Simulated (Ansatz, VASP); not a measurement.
## One calculation of Hf3F2, two programs

```
Hf F
1.0
     4.53785    0.00000    0.00000
     0.00000    4.53785    0.00000
     0.00000    0.00000    4.53785
Hf F
3 2
Direct
  0.50000 0.00000 0.00000
  0.00000 0.50000 0.00000
  0.00000 0.00000 0.50000
  0.00000 0.00000 0.00000
  0.50000 0.50000 0.50000
```

Alike in both runs: functional PBE; k mesh 4 × 4 × 4; occupations gaussian, width 0.1 eV; no spin polarisation.

Ansatz relaxed the structure, and its values are those at the end. VASP's run is a single point on that final structure, the one shown.

|  | VASP | Ansatz |
| --- | --- | --- |
| version | VASP 6.6.1 | Ansatz 0.2.0 |
| potentials or method | VASP PAW PBE potentials, release 64 (Hf_pv, F), cutoff 520 eV | scalar-relativistic, plane waves, PAW |
| valence electrons in the cell | 44 | 92 |

Ansatz gave:

| Property | Result |
| --- | --- |
| gap on the k mesh at the Fermi level (eV) | none |
| pressure (GPa) | 0.2 |

What did VASP give for the same quantities?

gap on the k mesh at the Fermi level (eV): none; pressure (GPa): -0.9.

A gap of «none» marks a metal or a gap that the smearing closes. VASP's potentials hold 44 valence electrons a cell and Ansatz's 92, so a difference there can come from the potentials and not from the codes.

Neither program's run includes spin-orbit coupling.
